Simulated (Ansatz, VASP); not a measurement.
**Two plane-wave programs on GaN**

INCAR

```
PREC = Accurate ; ENCUT = 600
EDIFF = 1E-6 ; ISMEAR = 0
SIGMA = 0.01 ; LREAL = False
LASPH = True ; NELM = 120
ALGO = Normal ; ISIF = 2
LWAVE = False ; LCHARG = False
GGA = PE ; NBANDS = 16
GGA_COMPAT = False
```

The input KPOINTS:

```
regular mesh
0
Gamma
  6 6 6
```

Contents of POSCAR:

```
GaN
1.0
    0.0000000000      2.2535006100      2.2535006100
    2.2535006100      0.0000000000      2.2535006100
    2.2535006100      2.2535006100      0.0000000000
Ga N
1 1
Direct
    0.0000000000      0.0000000000      0.0000000000
    0.7500000000      0.7500000000      0.7500000000
```

Input for Ansatz:

```yaml
crystal:
  lattice:
    - [0.0, 2.25350061, 2.25350061]
    - [2.25350061, 0.0, 2.25350061]
    - [2.25350061, 2.25350061, 0.0]
  atoms:
    - { symbol: Ga, position: [0.0, 0.0, 0.0] }
    - { symbol: "N", position: [0.75, 0.75, 0.75] }
basis:
  ecutwfc: 450.0
kpoints:
  mp_grid:
    grid: [6, 6, 6]
hamiltonian:
  xc: pbe
scf:
  occupations:
    method: fixed
output:
  forces: true
  stress: true
```

Alike in both runs: task single point; functional PBE; k mesh 6 × 6 × 6; no spin polarisation.

|  | VASP | Ansatz |
| --- | --- | --- |
| version | VASP 6.6.1 | Ansatz 0.2.0 |
| potentials or method | VASP PAW PBE potentials, release 64 (Ga_d, N), cutoff 600 eV | plane waves, PAW |
| occupations | gaussian, width 0.01 eV | fixed |
| valence electrons in the cell | 18 | 18 |

Ansatz gave:

| Item | Value |
| --- | --- |
| pressure (GPa) | 5.0 |

Q: What did VASP give for the same quantities?

A: Pressure (GPa): 4.9.
